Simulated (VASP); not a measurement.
Au:

```
CELL_PARAMETERS angstrom
0.00000 2.01525 2.01525
2.01525 0.00000 2.01525
2.01525 2.01525 0.00000
ATOMIC_POSITIONS crystal
Au 0.00000 0.00000 0.00000
```

Program: VASP 6.6.1. Alike in all runs: task single point; no spin polarisation; cell as given; k mesh 12 × 12 × 12; cutoff (eV) 520; smearing fermi-dirac 0.06 eV.

Q: Order these runs on this cell by their pressure, lowest first.
A. level PBE; potentials or basis VASP PAW PBE potentials, release 64 (Au)
B. level PBEsol; potentials or basis VASP PAW PBE potentials, release 64 (Au)
C. level LDA; potentials or basis VASP PAW LDA potentials, release 64 (Au)

A: C (3.1 GPa), B (7.2 GPa), A (16.8 GPa).

Caveats: the PAW data sets were made with another functional, which shifts forces and pressure a little (some runs).
